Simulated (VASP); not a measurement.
## Sr2SO: single point with LDA

Sr2SO:

```
Sr S O
1.0
     4.04324    0.00000    0.00000
     0.00000    4.04324    0.00000
     0.00000    0.00000    6.00390
Sr S O
2 1 1
Direct
  0.00000 0.00000 0.00000
  0.50000 0.50000 0.50000
  0.00000 0.00000 0.50000
  0.50000 0.50000 0.00000
```

This cell differs from its parent crystal: strain +0.000 along x and y, +0.050 along z.

| Quantity | Value |
| --- | --- |
| Program | VASP 6.6.1 |
| Task | single point |
| Functional | LDA |
| Potentials or basis | VASP PAW LDA potentials, release 64 (Sr_sv, S, O) |
| Cutoff | 520 eV |
| k mesh | 8 × 8 × 6 |
| Occupations | gaussian, width 0.05 eV |
| Spin | no spin polarisation |

```json
{
  "Pressure": "-6.4 GPa",
  "Band gap on the k mesh": "2.13 eV, direct"
}
```

Stress tensor (GPa, compression positive):
```
-5.50  0.00  0.00
 0.00 -5.50  0.00
 0.00  0.00 -8.24
```

Levels at points of the mesh, in eV from the valence-band top:
```tsv
k point	band 13	band 14	band 15	band 16	band 17	band 18	band 19	band 20
(0.00, 0.00, 0.00)	-0.59	-0.09	0.00	0.00	2.13	2.42	4.56	4.56
(0.50, 0.00, 0.00)	-1.49	-1.25	-0.57	-0.52	4.23	4.93	5.09	5.62
(0.50, 0.50, 0.00)	-0.96	-0.29	-0.29	-0.19	2.28	2.28	5.17	5.90
(0.00, 0.00, 0.50)	-0.64	-0.64	-0.08	-0.08	2.41	3.91	3.98	4.87
(0.50, 0.00, 0.50)	-1.73	-0.98	-0.73	-0.61	4.89	5.39	5.48	5.89
(0.50, 0.50, 0.50)	-1.49	-0.63	-0.53	-0.53	3.82	3.82	5.11	5.11
```

Run time: 66 s on 1 thread of AMD EPYC 9R45 96-Core Processor (Zen 5) (shared host), peak memory 0.23 GiB.

Caveat: the cell differs from its parent crystal (strain +0.000 along x and y, +0.050 along z). A k mesh can miss the band edges.
